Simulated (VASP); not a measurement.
Wanted: the native input for a VASP 6.6.1 run.

| Item | Value |
| --- | --- |
| Task | single point |
| Functional | PBE |
| Dispersion | D3(BJ) |
| Potentials or basis | VASP PAW PBE potentials, release 64 (H, S, O) |
| Cutoff | 520 eV |
| k mesh | 12 × 12 × 12 |
| Occupations | gaussian, width 0.1 eV |
| Spin | collinear spin, ferromagnetic start |
| Starting moments | [0.0, 0.0, 0.0, 0.0, 0.0, -0.25] μB |
| Dipole correction | no |
| Further INCAR settings | ALGO = Fast; EDIFF = 1e-06; NBANDS = 21 |

The structure of H4SO lies in POSCAR:

```
H4SO
1.0
    0.0000000000      2.6692059485      2.6692059485
    2.6692059485      0.0000000000      2.6692059485
    2.6692059485      2.6692059485      0.0000000000
H S O
4 1 1
Direct
    0.5799981268      0.5799981268      0.2600056196
    0.5799981268      0.2600056196      0.5799981268
    0.2600056196      0.5799981268      0.5799981268
    0.5799981268      0.5799981268      0.5799981268
    0.0000000000      0.0000000000      0.0000000000
    0.2500000000      0.2500000000      0.2500000000
```

The cell was generated, and may not be a known phase.

The input as run:

INCAR

```
SYSTEM = H4SO
ALGO = Fast
EDIFF = 1E-6
ENCUT = 520
GGA = PE
ISIF = 2
ISMEAR = 0
ISPIN = 2
IVDW = 12
LASPH = .True.
LCHARG = .True.
LELF = .True.
LORBIT = 11
LREAL = .False.
LVHAR = .True.
LWAVE = .False.
MAGMOM = 0 0 0 0 0 -0.25
NBANDS = 21
NELM = 150
PREC = Accurate
SIGMA = 0.1
```

KPOINTS

```
k-points
0
Gamma
  12 12 12
  0 0 0
```

Potentials or basis: VASP PAW PBE potentials, release 64 (H, S, O).

Command:

```sh
$ cat potpaw_PBE.64/H/POTCAR potpaw_PBE.64/S/POTCAR potpaw_PBE.64/O/POTCAR > POTCAR
$ mpirun -np 1 vasp_std > vasp.out
```

It gave:

| Quantity | Value |
| --- | --- |
| Pressure | -0.3 GPa |
| Band gap on the k mesh | zero (filled and empty bands overlap) |
| Net moment | 0.00 μB per cell |
| Valence electrons inside the program's atomic spheres | H 0.43; S 3.46; O 4.80 |
| Dispersion energy per atom | -0.175 eV |

Wall time 2.8 min on 1 thread of Oxide Virtual Turin-like Processor (shared host), peak memory 0.21 GiB.
